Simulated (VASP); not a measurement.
# SnO2 (Pnnm) in VASP: further runs

The runs below take SnO2 through single point, with LDA.

Program: VASP 6.6.1. These are calculated values, not measurements. Logs are shortened: lines on timing, memory, paths and dates and some standing lists are left out, and cuts for length are marked.

## (1) The cell of the first run

It takes space group Pnnm (No. 58, orthorhombic). The conventional cell has a = 4.583 Å, b = 4.863 Å, c = 3.190 Å, α = 90.00°, β = 90.00°, γ = 90.00°. Within 2.7 Å of Sn (site symmetry 2/m) lie 6 O at 2.04 to 2.06 Å. O (site symmetry m) has 3 Sn at 2.04 to 2.06 Å and 1 O at 2.59 Å within 2.7 Å.

## (2) Single point, LDA (strain +0.0300 x Voigt [1, -1, 0, 0, 0, 0])

INCAR

```
PREC = Accurate
ENCUT = 520
EDIFF = 1E-6
ISMEAR = 0
SIGMA = 0.05
LREAL = False
LASPH = True
NELM = 100
ALGO = Normal
ISIF = 2
LWAVE = False
LCHARG = True
GGA = CA
LELF = True
LVHAR = True
NBANDS = 35
```

KPOINTS

```
Automatic mesh
0
Gamma
  6 6 8
```

POSCAR

```
SnO2
1.0
    4.8629096200      0.0000000000      0.0000000000
    0.0000000000      4.5825190920      0.0000000000
    0.0000000000      0.0000000000      3.1900194031
Sn O
2 4
Direct
    0.5000000000      0.5000000000      0.5000000000
    0.0000000000      0.0000000000      0.0000000000
    0.3055669669      0.3065721211      0.0000000000
    0.8055669669      0.1934278789      0.5000000000
    0.1944330331      0.8065721211      0.5000000000
    0.6944330331      0.6934278789      0.0000000000
```

Potentials or basis: VASP PAW LDA potentials, release 64 (Sn_d, O).

Launch:

```sh
$ cat potpaw_LDA.64/Sn_d/POTCAR potpaw_LDA.64/O/POTCAR > POTCAR
$ mpirun -np 1 vasp_std > vasp.out
```

OUTCAR:

```text
PREC = Accurate
   ENCUT = 520
   EDIFF = 1E-6
   ISMEAR = 0
   LREAL = False
   LASPH = True
   NELM = 100
   ISIF = 2
   GGA = CA

 ion  position               nearest neighbor table
   1  0.500  0.500  0.500-   4 2.04   5 2.04   3 2.06   6 2.06   3 2.06   6 2.06   2 3.70   2 3.70
                             2 3.70   2 3.70   2 3.70   2 3.70   2 3.70   2 3.70
   2  0.000  0.000  0.000-   3 2.04   6 2.04   5 2.06   4 2.06   4 2.06   5 2.06   1 3.70   1 3.70
                             1 3.70   1 3.70   1 3.70   1 3.70   1 3.70   1 3.70
   3  0.306  0.307  0.000-   2 2.04   1 2.06   1 2.06
   4  0.806  0.193  0.500-   1 2.04   2 2.06   2 2.06
   5  0.194  0.807  0.500-   1 2.04   2 2.06   2 2.06
   6  0.694  0.693  0.000-   2 2.04   1 2.06   1 2.06

  LATTYP: Found a simple orthorhombic cell.
 ALAT       =     3.1900194031
 B/A-ratio  =     1.4365176235
 C/A-ratio  =     1.5244138062

  Lattice vectors:

 A1 = (   0.0000000000,   0.0000000000,  -3.1900194031)
 A2 = (   0.0000000000,   4.5825190920,   0.0000000000)
 A3 = (   4.8629096200,   0.0000000000,   0.0000000000)

Analysis of symmetry for initial positions (statically):
=====================================================================
 Subroutine PRICEL returns:
 Original cell was already a primitive cell.

 Routine SETGRP: Setting up the symmetry group for a
 simple orthorhombic supercell.

 Subroutine GETGRP returns: Found  8 space group operations
 (whereof  4 operations were pure point group operations)
 out of a pool of  8 trial point group operations.

The static configuration has the point symmetry C_2h.
 The point group associated with its full space group is D_2h.

Analysis of symmetry for dynamics (positions and initial velocities):
=====================================================================
 Subroutine PRICEL returns:
 Original cell was already a primitive cell.

 Routine SETGRP: Setting up the symmetry group for a
 simple orthorhombic supercell.

 Subroutine GETGRP returns: Found  8 space group operations
 (whereof  4 operations were pure point group operations)
 out of a pool of  8 trial point group operations.

The dynamic configuration has the point symmetry C_2h.
 The point group associated with its full space group is D_2h.

 Subroutine INISYM returns: Found  8 space group operations
 (whereof  4 operations are pure point group operations),
 and found     1 'primitive' translations

----------------------------------------------------------------------------------------

                                     Primitive cell

  volume of cell :      71.0876

  direct lattice vectors                    reciprocal lattice vectors
     4.862909620  0.000000000  0.000000000     0.205638204  0.000000000  0.000000000
     0.000000000  4.582519092  0.000000000     0.000000000  0.218220586  0.000000000
     0.000000000  0.000000000  3.190019403     0.000000000  0.000000000  0.313477717

  length of vectors
     4.862909620  4.582519092  3.190019403     0.205638204  0.218220586  0.313477717

  position of ions in fractional coordinates (direct lattice)
     0.500000000  0.500000000  0.500000000
     0.000000000  0.000000000  0.000000000
     0.305566967  0.306572121  0.000000000
     0.805566967  0.193427879  0.500000000
     0.194433033  0.806572121  0.500000000
     0.694433033  0.693427879  0.000000000

  ion indices of the primitive-cell ions
   primitive index   ion index
                 1           1
                 2           2
                 3           3
                 4           4
                 5           5
                 6           6

----------------------------------------------------------------------------------------

 KPOINTS: Automatic mesh

Automatic generation of k-mesh.
 Grid dimensions read from file:
 generate k-points for:    6    6    8

 Generating k-lattice:

  Cartesian coordinates                     Fractional coordinates (reciprocal lattice)
     0.034273034  0.000000000  0.000000000     0.166666667  0.000000000  0.000000000
     0.000000000  0.036370098  0.000000000     0.000000000  0.166666667  0.000000000
     0.000000000  0.000000000  0.039184715     0.000000000  0.000000000  0.125000000

  Length of vectors
     0.034273034  0.036370098  0.039184715

  Shift w.r.t. Gamma in fractional coordinates (k-lattice)
     0.000000000  0.000000000  0.000000000

 Subroutine IBZKPT returns following result:
 ===========================================

 Found     80 irreducible k-points:

 Following reciprocal coordinates:
            Coordinates               Weight
  0.000000  0.000000  0.000000      1.000000
  0.166667  0.000000  0.000000      2.000000
  0.333333  0.000000  0.000000      2.000000
  0.500000  0.000000  0.000000      1.000000
  0.000000  0.166667  0.000000      2.000000
  0.166667  0.166667  0.000000      4.000000
[... 16 lines left out ...]
  0.333333  0.166667  0.125000      8.000000
  0.500000  0.166667  0.125000      4.000000
 [... further k-points ...]
   k-points           NKPTS =     80   k-points in BZ     NKDIM =     80   number of bands    NBANDS=     35
   number of dos      NEDOS =    301   number of ions     NIONS =      6
   total plane-waves  NPLWV =  31104
   dimension x,y,z NGX =    36 NGY =   36 NGZ =   24
   dimension x,y,z NGXF=    72 NGYF=   72 NGZF=   48
   ions per type =               2   4
   NGX,Y,Z   is equivalent  to a cutoff of  12.31, 13.06, 12.51 a.u.
   NGXF,Y,Z  is equivalent  to a cutoff of  24.61, 26.12, 25.01 a.u.
 SYSTEM =  unknown system
   PREC   = accura    normal or accurate (medium, high low for compatibility)
   ISTART =      0    job   : 0-new  1-cont  2-samecut
   ICHARG =      2    charge: 1-file 2-atom 10-const
   ISPIN  =      1    spin polarized calculation?
   LNONCOLLINEAR =      F non collinear calculations
   LSORBIT =      F    spin-orbit coupling
   LASPH  =      T    aspherical Exc in radial PAW
   ENCUT  =  520.0 eV  38.22 Ry    6.18 a.u.   9.04  8.52  5.93*2*pi/ulx,y,z
   NELM   =    100;   NELMIN=  2; NELMDL= -5     # of ELM steps
   EDIFF  = 0.1E-05   stopping-criterion for ELM
   LREAL  =      F    real-space projection
[... 7 lines left out ...]
   TEBEG  =    0.0;   TEEND  =   0.0 temperature during run
   PSTRESS=    0.0 pullay stress
   NELECT =      52.0000    total number of electrons
   NUPDOWN=      -1.0000    fix difference up-down
   EMIN   =  10.00;   EMAX   =-10.00  energy-range for DOS
   EFERMI =   0.00;   METHOD = LEGACY
   ISMEAR =     0;   SIGMA  =   0.05  broadening in eV -4-tet -1-fermi 0-gaus
   EFERMI_NEDOS =   21; number of points for ismear=-14 and -15
   IALGO  =     38    algorithm
   IMIX   =      4    mixing-type and parameters
     AMIX     =   0.40;   BMIX     =  1.00
     AMIX_MAG =   1.60;   BMIX_MAG =  1.00
  volume/ion in A,a.u.               =      11.85        79.95
  Fermi-wavevector in a.u.,A,eV,Ry     =   1.475066  2.787470 29.603809  2.175819
  Thomas-Fermi vector in A             =   2.589760
   LORBIT       =      0    0 simple, 1 ext, 2 COOP (PROOUT), +10 PAW based schemes
   GGA     = CA    functional components
   LHFCALC =     F    Hartree Fock is set to
   AEXX    =    0.0000 exact exchange contribution
   IVDW    =     0    specifies the selected vdW correction
   LEPSILON=     F    determine dielectric tensor
   LRPA    =     F    only Hartree local field effects (RPA)
 non-spin polarized calculation
 Gauss-broadening in eV      SIGMA  =   0.05
  energy-cutoff  :      520.00
  volume of cell :       71.09
 maximum number of plane-waves:      1936
   NGX = 19   NGY = 17   NGZ = 11

 number of electron      52.0000001 magnetization

 Free energy of the ion-electron system (eV)
  ---------------------------------------------------
  ext. energy  EPLUGINS =         0.00000000
  ---------------------------------------------------
  free energy    TOTEN  =       -42.24781237 eV

  energy without entropy =      -42.24781237  energy(sigma->0) =      -42.24781237

 E-fermi :   6.1568     XC(G=0): -11.8374

 val. band max:        5.9577083273   @ k =   0.0000   0.0000   0.0000
 cond. band min:       7.1342787076   @ k =   0.0000   0.0000   0.0000
 fundamental gap:      1.1765703803
 Fermi energy:         6.1568330000

 k-point     1 :       0.0000    0.0000    0.0000
  band No.  band energies     occupation
      1     -15.0646      2.00000
      2     -14.2921      2.00000
      3     -14.0168      2.00000
      4     -13.9993      2.00000
      5     -13.9938      2.00000
      6     -13.9229      2.00000
[... 27 lines left out ...]
     34      17.9861      0.00000
     35      18.1402      0.00000

 k-point     2 :       0.1667    0.0000    0.0000
  band No.  band energies     occupation
      1     -15.0210      2.00000
      2     -14.3391      2.00000
      3     -14.0162      2.00000
      4     -13.9969      2.00000
      5     -13.9920      2.00000
      6     -13.9556      2.00000
[... 27 lines left out ...]
     34      17.9453      0.00000
     35      18.0367      0.00000

 k-point     3 :       0.3333    0.0000    0.0000
  band No.  band energies     occupation
      1     -14.8951      2.00000
      2     -14.4931      2.00000
      3     -14.0144      2.00000
      4     -13.9962      2.00000
      5     -13.9916      2.00000
      6     -13.9887      2.00000
[... 27 lines left out ...]
     34      17.6417      0.00000
     35      18.2408      0.00000

 k-point     4 :       0.5000    0.0000    0.0000
  band No.  band energies     occupation
      1     -14.7048      2.00000
      2     -14.7048      2.00000
      3     -14.0104      2.00000
      4     -14.0104      2.00000
      5     -13.9879      2.00000
      6     -13.9879      2.00000
[... 27 lines left out ...]
     34      18.0650      0.00000
     35      18.2818      0.00000

 k-point     5 :       0.0000    0.1667    0.0000
  band No.  band energies     occupation
      1     -15.0231      2.00000
      2     -14.3414      2.00000
      3     -14.0169      2.00000
      4     -13.9968      2.00000
      5     -13.9922      2.00000
      6     -13.9598      2.00000
[... 638 lines left out ...]
 k-point    22 :       0.1667    0.1667    0.1250
  band No.  band energies     occupation
      1     -14.9220      2.00000
      2     -14.3574      2.00000
      3     -14.1449      2.00000
      4     -14.1367      2.00000
      5     -13.9803      2.00000
      6     -13.9207      2.00000
[... 27 lines left out ...]
     34      17.7494      0.00000
     35      18.1404      0.00000

 k-point    23 :       0.3333    0.1667    0.1250
  band No.  band energies     occupation
      1     -14.8294      2.00000
      2     -14.5110      2.00000
      3     -14.1450      2.00000
      4     -14.1394      2.00000
      5     -13.9693      2.00000
      6     -13.9280      2.00000
[... 27 lines left out ...]
     34      17.9482      0.00000
     35      18.2639      0.00000

 k-point    24 :       0.5000    0.1667    0.1250
  band No.  band energies     occupation
      1     -14.6842      2.00000
      2     -14.6842      2.00000
      3     -14.1431      2.00000
      4     -14.1431      2.00000
      5     -13.9487      2.00000
      6     -13.9487      2.00000
[... 27 lines left out ...]
     34      17.7977      0.00000
     35      18.4461      0.00000

 [... further k-points ...]
[... 5 lines left out ...]
  --------------------------------------------------------------------------------------
  -------------------------------------------------------------------------------------
  Total       -0.6853376      1.4352692      0.6808717     -0.0000000      0.0000000      0.0000000
  in kB      -15.4461886     32.3482024     15.3455367     -0.0000000      0.0000000      0.0000000
  external PRESSURE =      10.7491835 kB  Pullay stress =       0.0000000 kB

 VOLUME and BASIS-vectors are now :
 -----------------------------------------------------------------------------
  energy-cutoff  :      520.00
  volume of cell :       71.09
      direct lattice vectors                 reciprocal lattice vectors
     4.862909620  0.000000000  0.000000000     0.205638204  0.000000000  0.000000000
     0.000000000  4.582519092  0.000000000     0.000000000  0.218220586  0.000000000
     0.000000000  0.000000000  3.190019403     0.000000000  0.000000000  0.313477717

 POSITION                                       TOTAL-FORCE (eV/Angst)
 -----------------------------------------------------------------------------------
      2.43145      2.29126      1.59501         0.000000      0.000000      0.000000
      0.00000      0.00000      0.00000         0.000000      0.000000      0.000000
      1.48594      1.40487      0.00000         0.027240     -0.031320      0.000000
      3.91740      0.88639      1.59501         0.027240      0.031320      0.000000
      0.94551      3.69613      1.59501        -0.027240     -0.031320     -0.000000
      3.37697      3.17765      0.00000        -0.027240      0.031320     -0.000000
 -----------------------------------------------------------------------------------
    total drift:                                0.000000      0.000000      0.000000

  FREE ENERGIE OF THE ION-ELECTRON SYSTEM (eV)
  ---------------------------------------------------
  free  energy   TOTEN  =       -42.2478123686 eV

  energy  without entropy=      -42.2478123686  energy(sigma->0) =      -42.24781237
```

It took 1.8 min on 1 thread of Intel Xeon Platinum 8488C (Sapphire Rapids), shared host; peak memory 0.26 GiB.

Results:

```yaml
Free_energy: -42.2478 eV
Pressure: 1.1 GPa
Largest_force: 0.042 eV/Å
Band_gap_on_the_k_mesh: 1.18 eV
```

Forces in eV/Å, atoms in the order of the input:
```
Sn   0.000  0.000  0.000
Sn   0.000  0.000  0.000
O    0.027 -0.031  0.000
O    0.027  0.031  0.000
O   -0.027 -0.031  0.000
O   -0.027  0.031  0.000
```

Levels at points of the mesh, in eV from the valence-band top:
```
           k point  band 24  band 25  band 26  band 27  band 28  band 29
(0.00, 0.00, 0.00)    -0.98    -0.66     0.00     1.18     5.92     5.95
(0.50, 0.00, 0.00)    -1.20    -0.54    -0.54     4.32     4.32     6.80
(0.00, 0.50, 0.00)    -1.27    -0.77    -0.77     4.36     4.36     6.84
(0.50, 0.50, 0.00)    -1.37    -0.93    -0.93     4.73     4.73     7.29
(0.00, 0.00, 0.50)    -1.74    -1.29    -1.29     6.04     6.04     9.51
(0.50, 0.00, 0.50)    -1.26    -0.78    -0.78     6.30     6.30     7.85
(0.00, 0.50, 0.50)    -1.02    -0.66    -0.66     6.34     6.34     7.88
(0.50, 0.50, 0.50)    -0.98    -0.85    -0.85     4.71     4.71     8.54
```

Caveat: the cell differs from its parent crystal (strain +0.0300 x Voigt [1, -1, 0, 0, 0, 0]); spin-orbit coupling is left out, which moves the levels of the heavy elements.

## (3) Single point, LDA (strain +0.0525 x Voigt [1, -1, 0, 0, 0, 0])

INCAR

```
PREC = Accurate ; ENCUT = 520
EDIFF = 1E-7 ; ISMEAR = 0
SIGMA = 0.05 ; LREAL = F
LASPH = T ; NELM = 100
ALGO = Normal ; ISIF = 2
LWAVE = F ; LCHARG = F
GGA = CA ; NBANDS = 35
```

KPOINTS

```
regular mesh
0
Gamma
  6 6 8
```

Edit POSCAR of step 2 so:

```diff
@@ -2,4 +2,4 @@
 1.0
-    4.8629096200      0.0000000000      0.0000000000
-    0.0000000000      4.5825190920      0.0000000000
+    4.9691382282      0.0000000000      0.0000000000
+    0.0000000000      4.4762235461      0.0000000000
     0.0000000000      0.0000000000      3.1900194031
```

Potentials or basis: VASP PAW LDA potentials, release 64 (Sn_d, O).

Launch:

```sh
$ cat potpaw_LDA.64/Sn_d/POTCAR potpaw_LDA.64/O/POTCAR > POTCAR
$ mpirun -np 1 vasp_std > vasp.out
```

It took 2.2 min on 1 thread of Intel Xeon Platinum 8488C (Sapphire Rapids), shared host; peak memory 0.26 GiB.

The run converged. Its results:

- Free energy: -42.1808 eV
- Pressure: 1.1 GPa
- Largest force: 0.082 eV/Å
- Band gap on the k mesh: 1.14 eV

Forces on the atoms (eV/Å):
```
Sn   0.000  0.000  0.000
Sn   0.000  0.000  0.000
O    0.076 -0.031  0.000
O    0.076  0.031  0.000
O   -0.076 -0.031  0.000
O   -0.076  0.031  0.000
```

Stress tensor (GPa, compression positive):
```
-3.53  0.00  0.00
 0.00  4.97  0.00
 0.00  0.00  1.79
```

Levels at points of the mesh, in eV from the valence-band top:
```csv
k point,band 24,band 25,band 26,band 27,band 28,band 29
"(0.00, 0.00, 0.00)",-1.11,-0.55,0.00,1.14,5.81,5.93
"(0.50, 0.00, 0.00)",-1.18,-0.47,-0.47,4.28,4.28,6.78
"(0.00, 0.50, 0.00)",-1.30,-0.87,-0.87,4.35,4.35,6.83
"(0.50, 0.50, 0.00)",-1.38,-0.94,-0.94,4.71,4.71,7.23
"(0.00, 0.00, 0.50)",-1.75,-1.30,-1.30,5.97,5.97,9.45
"(0.50, 0.00, 0.50)",-1.35,-0.83,-0.83,6.21,6.21,7.79
"(0.00, 0.50, 0.50)",-0.93,-0.61,-0.61,6.29,6.29,7.81
"(0.50, 0.50, 0.50)",-0.96,-0.84,-0.84,4.67,4.67,8.33
```

Caveat: the cell differs from its parent crystal (strain +0.0525 x Voigt [1, -1, 0, 0, 0, 0]); the stress differs along the axes, from -4 to 5 GPa; spin-orbit coupling is left out, which moves the levels of the heavy elements.
